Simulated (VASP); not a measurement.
Input of a VASP 6.6.1 run:

File INCAR:

```
SYSTEM = CaTlH3
PREC = Accurate ; ENCUT = 520
EDIFF = 1E-6 ; ISMEAR = -1
SIGMA = 0.03 ; LREAL = .FALSE.
LASPH = .TRUE. ; NELM = 100
ALGO = Normal ; ISIF = 2
LWAVE = .FALSE. ; LCHARG = .TRUE.
GGA = PS ; LELF = .TRUE.
LVHAR = .TRUE. ; NBANDS = 37
```

The input KPOINTS:

```
regular mesh
0
G
  6 6 6
  0 0 0
```

Contents of POSCAR:

```
CaTlH3
1.0
   -2.9019340191      2.9019340191      4.2461258873
    2.9019340191     -2.9019340191      4.2461258873
    2.9019340191      2.9019340191     -4.2461258873
Ca Tl H
2 2 6
Direct
    0.7500000000      0.2500000000      0.5000000000
    0.2500000000      0.7500000000      0.5000000000
    0.0000000000      0.0000000000      0.0000000000
    0.5000000000      0.5000000000      0.0000000000
    0.8679571293      0.3679571293      0.2359142586
    0.3679571293      0.1320428707      0.5000000000
    0.6320428707      0.8679571293      0.5000000000
    0.1320428707      0.6320428707      0.7640857414
    0.7500000000      0.7500000000      0.0000000000
    0.2500000000      0.2500000000      0.0000000000
```

Potentials or basis: VASP PAW PBE potentials, release 64 (Ca_sv, Tl_d, H).

Launch:

```bash
$ cat potpaw_PBE.64/Ca_sv/POTCAR potpaw_PBE.64/Tl_d/POTCAR potpaw_PBE.64/H/POTCAR > POTCAR
$ mpirun -np 1 vasp_std > vasp.out
```

Problem. What does it give for the largest force?

Solution. 0.003 eV/Å.

Problem. Estimate the pressure.

Solution. 0.0 GPa.

Problem. Predict the band gap on the k mesh.

Solution. Zero (band 26 reaches 5.33 eV, above the bottom of band 27 at 4.60 eV).

Forces on the atoms (eV/Å):
```
Ca   0.000  0.000  0.000
Ca   0.000  0.000  0.000
Tl   0.000  0.000  0.000
Tl   0.000  0.000  0.000
H   -0.002 -0.002  0.000
H    0.002 -0.002  0.000
H   -0.002  0.002  0.000
H    0.002  0.002  0.000
H    0.000  0.000  0.000
H    0.000  0.000  0.000
```

Caveat: the PAW data sets were made with another functional, which shifts forces and pressure a little; spin-orbit coupling is left out, which moves the levels of the heavy elements.
